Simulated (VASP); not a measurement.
Wanted: the native input for a VASP 6.6.1 run.

| Quantity | Value |
| --- | --- |
| Task | density of states |
| Functional | PBE |
| Potentials or basis | VASP PAW PBE potentials, release 64 (B) |
| Cutoff | 420 eV |
| k mesh | 14 × 14 × 14 |
| Occupations | fermi-dirac, width 0.1 eV |
| Spin | no spin polarisation |
| Dipole correction | no |
| k mesh for the DOS | 21 × 21 × 21 |
| Occupations for the DOS | tetrahedron |
| Further INCAR settings | ALGO = Normal; EDIFF = 1e-06 |

B:

```
CELL_PARAMETERS angstrom
0.00000 2.04118 2.04118
2.04118 0.00000 2.04118
2.04118 2.04118 0.00000
ATOMIC_POSITIONS crystal
B 0.00000 0.00000 0.00000
B 0.25000 0.25000 0.25000
```

The input as run:

POSCAR

```
B
1.0
    0.0000000000      2.0411840000      2.0411840000
    2.0411840000      0.0000000000      2.0411840000
    2.0411840000      2.0411840000      0.0000000000
B
2
Direct
    0.0000000000      0.0000000000      0.0000000000
    0.2500000000      0.2500000000      0.2500000000
```

INCAR.step1

```
PREC     = Accurate       # precision mode
ENCUT    = 420            # plane-wave cutoff, eV
EDIFF    = 1E-6           # SCF threshold, eV
ISMEAR   = -1             # smearing method
SIGMA    = 0.1            # smearing width, eV
LREAL    = F              # projectors in reciprocal space
LASPH    = T              # aspherical terms in the spheres
NELM     = 120            # most SCF steps
ALGO     = Normal         # electronic algorithm
ISIF     = 2              # what is computed and relaxed
LWAVE    = F              # write WAVECAR
LCHARG   = T              # write CHGCAR
GGA      = PE             # functional
NBANDS   = 10             # bands
GGA_COMPAT= F            
NEDOS    = 2001           # points of the DOS
LORBIT   = 11             # projections on sites
```

KPOINTS.step1

```
Automatic mesh
0
Gamma
  14 14 14
```

INCAR.step2

```
PREC     = Accurate       # precision mode
ENCUT    = 420            # plane-wave cutoff, eV
EDIFF    = 1E-6           # SCF threshold, eV
ISMEAR   = -5             # smearing method
SIGMA    = 0.1            # smearing width, eV
LREAL    = F              # projectors in reciprocal space
LASPH    = T              # aspherical terms in the spheres
NELM     = 120            # most SCF steps
ALGO     = Normal         # electronic algorithm
ISIF     = 2              # what is computed and relaxed
LWAVE    = F              # write WAVECAR
LCHARG   = F              # write CHGCAR
GGA      = PE             # functional
LORBIT   = 11             # projections on sites
NEDOS    = 2001           # points of the DOS
ICHARG   = 11             # starting density
GGA_COMPAT= F
```

KPOINTS.step2

```
Automatic mesh
0
Gamma
  21 21 21
```

Potentials or basis: VASP PAW PBE potentials, release 64 (B).

Run with:

```sh
$ cat potpaw_PBE.64/B/POTCAR > POTCAR
$ cp INCAR.step1 INCAR
$ cp KPOINTS.step1 KPOINTS
$ mpirun -np 1 vasp_std > vasp.out
$ cp INCAR.step2 INCAR
$ cp KPOINTS.step2 KPOINTS
$ mpirun -np 1 vasp_std > vasp.out
```

It gave:

The valence electrons inside the program's atomic spheres are B 1.86.

Run time: 13 s on 1 thread of AMD EPYC 9R45 96-Core Processor (Zen 5) (shared host), peak memory 0.1 GiB.
